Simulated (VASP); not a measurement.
A run of VASP 6.6.1:

File INCAR:

```
  PREC = Accurate
  ENCUT = 600
  EDIFF = 1E-6
  ISMEAR = 0
  SIGMA = 0.1
  LREAL = F
  LASPH = T
  NELM = 100
  ALGO = Normal
  ISIF = 3
  LWAVE = F
  LCHARG = F
  GGA = PE
  IBRION = 2
  NSW = 90
  EDIFFG = -0.04
```

File KPOINTS:

```
Automatic mesh
0
Gamma
  6 6 4
```

The input POSCAR:

```
Lu2Si3P
1.0
    5.3650630352      0.0000000000      0.0000000000
   -2.6825315176      4.6462808814      0.0000000000
    0.0000000000      0.0000000000      4.8190444428
Lu Si P
2 3 1
Direct
    0.6666666667      0.3333333333      0.0000000000
    0.3333333333      0.6666666667      0.0000000000
    0.0000000000      0.5000000000      0.5000000000
    0.5000000000      0.5000000000      0.5000000000
    0.5000000000      0.0000000000      0.5000000000
    0.0000000000      0.0000000000      0.0000000000
```

Potentials or basis: VASP PAW PBE potentials, release 64 (Lu, Si, P).

The run is started by

```console
$ cat potpaw_PBE.64/Lu/POTCAR potpaw_PBE.64/Si/POTCAR potpaw_PBE.64/P/POTCAR > POTCAR
$ mpirun -np 1 vasp_std > vasp.out
```

Hardware: 1 thread of Intel(R) Xeon(R) Platinum 8259CL CPU @ 2.50GHz (Skylake/Cascade Lake) (shared host).

How long does it take, and how much memory?

Run time: 9.7 min on 1 thread of Intel(R) Xeon(R) Platinum 8259CL CPU @ 2.50GHz (Skylake/Cascade Lake), on a shared host, peak memory 0.37 GiB. Counts: scf iterations 52, k points 21, ion steps 5.
